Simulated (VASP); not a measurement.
**Os: single point with r2SCAN**

Os:

```
Os
1.0
     4.29592    0.00000    0.00000
    -2.14796    3.72038    0.00000
     0.00000    0.00000    2.70444
Os
3
Direct
  0.00000 0.00000 0.00000
  0.33333 0.66667 0.50000
  0.66667 0.33333 0.50000
```

This isn't the form of Os at room conditions, which is hcp.

```yaml
Program: VASP 6.6.1
Task: single point
Functional: r2SCAN
Potentials_or_basis: VASP PAW PBE potentials, release 64 (Os)
Cutoff: 520 eV
k_mesh: 10 × 10 × 13
Occupations: fermi-dirac, width 0.1 eV
Spin: no spin polarisation
```

The pressure is 0.7 GPa and the band gap on the k mesh is zero (bands 12 and 13 overlap by 2.67 eV).

Stress tensor (GPa, compression positive):
```
0.42 0.00 0.00
0.00 0.42 0.00
0.00 0.00 1.30
```

Levels at points of the mesh, in eV from the Fermi level:
```csv
k point,band 9,band 10,band 11,band 12,band 13,band 14,band 15,band 16
"(0.00, 0.00, 0.00)",-2.52,-2.52,-1.62,-1.62,-1.58,-1.58,2.49,2.49
"(0.50, 0.00, 0.00)",-3.13,-1.33,-1.32,0.04,0.35,1.27,1.28,1.37
```

Run time: 5.2 min on 1 thread of Oxide Virtual Turin-like Processor, on a shared host, peak memory 0.17 GiB.

Caveat: the PAW data sets were made with another functional, which shifts forces and pressure a little; spin-orbit coupling is left out, which moves the levels of the heavy elements.
